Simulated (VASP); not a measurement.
I:

```
I
1.0
     3.63503   -2.39502    0.00000
     3.63503    2.39502    0.00000
     0.00000    0.00000    9.79344
I
4
Cartesian
  3.6350 -0.7152 3.7646
  3.6350 1.6799 1.1321
  3.6350 0.7152 6.0288
  3.6350 -1.6799 8.6613
```

Base run:

- Program: VASP 6.6.1
- Functional: PBE0
- Potentials or basis: VASP PAW PBE potentials, release 64 (I)
- Cutoff: 520 eV
- k mesh: 4 × 4 × 2
- Occupations: fermi-dirac, width 0.05 eV
- Spin: no spin polarisation

Its results: band gap on the k mesh 2.86 eV (least direct gap 3.08 eV); pressure 0.7 GPa; largest force 0.217 eV/Å.

Task: After a change of settings the same cell gave: band gap on the k mesh 1.95 eV (least direct gap 2.13 eV); pressure 0.9 GPa; largest force 0.328 eV/Å. Which change was it?
A. functional from PBE0 to RPBE; k mesh from 4 × 4 × 2 to 7 × 7 × 3
B. functional from PBE0 to PBE; further incar settings from ALGO = Normal; EDIFF = 1e-06; NBANDS = 22 to ALGO = Normal; EDIFF = 1e-07; NBANDS = 22
C. functional from PBE0 to PBE-based screened hybrid with 25 % exact exchange
D. functional from PBE0 to PBE-based screened hybrid with 50 % exact exchange; share of exact exchange from 0.25 to 0.5

Result: C.

Caveats: this functional lacks dispersion, which holds the molecules together, so the pressure and a relaxed volume are unreliable; the PAW data sets were made with another functional, which shifts forces and pressure a little; spin-orbit coupling is left out, which moves the levels of the heavy elements.
